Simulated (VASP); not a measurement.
A run of VASP 6.6.1 is set up as follows.

INCAR

```
SYSTEM = EuO
ALGO = Normal
EDIFF = 1E-6
ENCUT = 600
GGA = PE
GGA_COMPAT = .FALSE.
ISIF = 2
ISMEAR = -1
ISPIN = 2
LASPH = .TRUE.
LCHARG = .FALSE.
LDAU = .TRUE.
LDAUJ = 0 0
LDAUL = 3 -1
LDAUPRINT = 1
LDAUTYPE = 2
LDAUU = 5.3 0
LMAXMIX = 6
LORBIT = 11
LREAL = .FALSE.
LWAVE = .FALSE.
MAGMOM = 0.7 0.7 0 0
NBANDS = 35
NELM = 200
PREC = Accurate
SIGMA = 0.03
```

KPOINTS

```
k-points
0
G
  6 6 3
  0 0 0
```

The input POSCAR:

```
EuO
1.0
    0.0000000000      2.5719500000      2.5719500000
    2.5719500000      0.0000000000      2.5719500000
    5.1439000000      5.1439000000      0.0000000000
Eu O
2 2
Direct
    0.0000000000      0.0000000000      0.0000000000
    0.0000000000      0.0000000000      0.5000000000
    0.5000000000      0.5000000000      0.2500000000
    0.5000000000      0.5000000000      0.7500000000
```

Potentials or basis: VASP PAW PBE potentials, release 64 (Eu, O).

Launch:

```console
$ cat potpaw_PBE.64/Eu/POTCAR potpaw_PBE.64/O/POTCAR > POTCAR
$ mpirun -np 1 vasp_std > vasp.out
```

(1) Estimate the pressure.

(2) Predict the net moment.

(3) What does it give for the band gap on the k mesh?

## Answers

(1) 0.6 GPa.

(2) 14.00 μB per cell.

(3) zero (filled and empty bands overlap).

Caveat: spin-orbit coupling is left out, which moves the levels of the heavy elements.
